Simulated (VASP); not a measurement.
A run of VASP 6.6.1 is set up as follows.

Contents of INCAR:

```
SYSTEM = TaN
  PREC = Accurate
  ENCUT = 600
  EDIFF = 1E-6
  ISMEAR = -1
  SIGMA = 0.08
  LREAL = .FALSE.
  LASPH = .TRUE.
  NELM = 60
  ALGO = Normal
  ISIF = 3
  LWAVE = .FALSE.
  LCHARG = .FALSE.
  GGA = PE
  IBRION = 2
  NSW = 60
  EDIFFG = -0.005
  PSTRESS = -0.9099999999999999
```

File KPOINTS:

```
Automatic mesh
0
G
  15 15 15
  0 0 0
```

Contents of POSCAR:

```
TaN
1.0
    0.0000000000      2.3471333844      2.3471333844
    2.3471333844      0.0000000000      2.3471333844
    2.3471333844      2.3471333844      0.0000000000
Ta N
1 1
Direct
    0.0000000000      0.0000000000      0.0000000000
    0.2500000000      0.2500000000      0.2500000000
```

Potentials or basis: VASP PAW PBE potentials, release 64 (Ta_pv, N).

Command:

```sh
$ cat potpaw_PBE.64/Ta_pv/POTCAR potpaw_PBE.64/N/POTCAR > POTCAR
$ mpirun -np 1 vasp_std > vasp.out
```

(1) Estimate the band gap on the k mesh.

(2) Estimate the relaxed cell.

(3) What does it give for the space group after relaxing (to 0.1 Å)?

Answers

(1) zero (bands 8 and 9 overlap by 0.94 eV).

(2) a = 3.366 Å, b = 3.366 Å, c = 3.366 Å, α = 60.00°, β = 60.00°, γ = 60.00°.

(3) F-43m (No. 216).

Caveat: the cell is relaxed towards a set pressure, so the run minimises the enthalpy, not the energy; spin-orbit coupling is left out, which moves the levels of the heavy elements.
